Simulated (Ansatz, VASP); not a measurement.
# CuI: VASP beside Ansatz

```xyz
2
Lattice="0.0000 2.9780 2.9780 2.9780 0.0000 2.9780 2.9780 2.9780 0.0000" Properties=species:S:1:pos:R:3 pbc="T T T"
Cu    0.0000    0.0000    0.0000
I     1.4890    1.4890    1.4890
```

Change from the starting cell: volume scaled by 0.9405.

Alike in both runs: task single point; functional PBE; k mesh 12 × 12 × 12; occupations fermi-dirac, width 0.05 eV; no spin polarisation.

|  | VASP | Ansatz |
| --- | --- | --- |
| version | VASP 6.6.1 | Ansatz 0.2.0 |
| potentials or method | VASP PAW PBE potentials, release 64 (Cu, I), cutoff 520 eV | all-electron LAPW, scalar-relativistic |

```tsv
	VASP	Ansatz	Ansatz less VASP
pressure (GPa)	2.8	2.8	0.00
```

Ansatz ran all-electron here, and VASP with PAW potentials.

Neither program's run includes spin-orbit coupling.
